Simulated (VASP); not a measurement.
HfN:

```
Hf N
1.0
     0.00000    2.25900    2.25900
     2.25900    0.00000    2.25900
     2.25900    2.25900    0.00000
Hf N
1 1
Direct
  0.50000 0.50000 0.50000
  0.00000 0.00000 0.00000
```

Base run:

| Property | Result |
| --- | --- |
| Program | VASP 6.6.1 |
| Functional | PBE |
| Potentials or basis | VASP PAW PBE potentials, release 64 (Hf_pv, N) |
| Cutoff | 520 eV |
| k mesh | 10 × 10 × 10 |
| Occupations | gaussian, width 0.05 eV |
| Spin | no spin polarisation |

Its results: pressure 3.1 GPa.

Task: After a change of settings the same cell gave: pressure -2.6 GPa. Which change was it?
A. functional from PBE to PBEsol; dispersion from none to D3(BJ)
B. functional from PBE to RPBE
C. dispersion from none to D3(BJ)

Result: C.

Dispersion adds attraction, which lowers the pressure at fixed volume and, as a term added to the energy, leaves the levels alone.

Caveats: spin-orbit coupling is left out, which moves the levels of the heavy elements; pairwise dispersion overbinds metals, which lowers pressure and volume (some runs).
